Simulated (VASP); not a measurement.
SmHf2H, 4 atoms in the cell. Symmetry: P-4m2, No. 115, tetragonal system. Conventional cell: a = 3.924 Å, b = 3.924 Å, c = 5.944 Å, α = 90.00°, β = 90.00°, γ = 90.00°. Within 4.2 Å of Sm (site symmetry -4m2) lie 8 Hf at 3.20 to 3.94 Å and 4 Sm at 3.92 Å and 8 H at 4.07 Å. Within 2.7 Å of Hf (site symmetry 2mm) lie 2 H at 2.01 Å. H (site symmetry -4m2) has 4 Hf at 2.01 Å within 2.7 Å. The cell was built from a structure type or drawn by symmetry, and may not be a known phase.

| Item | Value |
| --- | --- |
| Program | VASP 6.6.1 |
| Task | single point |
| Functional | PBE |
| Potentials or basis | VASP PAW PBE potentials, release 64 (Sm_3, Hf_pv, H), 4f in core |
| Cutoff | 500 eV |
| k mesh | 5 × 5 × 4 |
| Occupations | gaussian, width 0.2 eV |
| Spin | no spin polarisation |
| Dipole correction | no |
| Mended | yes |
| Further INCAR settings | ALGO = Normal; EDIFF = 1e-06; NBANDS = 24 |

Potentials or basis: VASP PAW PBE potentials, release 64 (Sm_3, Hf_pv, H), 4f in core.

Run with:

```console
$ cat potpaw_PBE.64/Sm_3/POTCAR potpaw_PBE.64/Hf_pv/POTCAR potpaw_PBE.64/H/POTCAR > POTCAR
$ mpirun -np 1 vasp_std > vasp.out
```

Hardware: 1 thread of Intel(R) Xeon(R) Platinum 8375C CPU @ 2.90GHz (Ice Lake), with other jobs on the host.

Q: How long does it take, and how much memory?

A: It took 51 s on 1 thread of Intel(R) Xeon(R) Platinum 8375C CPU @ 2.90GHz (Ice Lake), on a shared host, peak memory 0.22 GiB. Counts: scf iterations 14, k points 18.
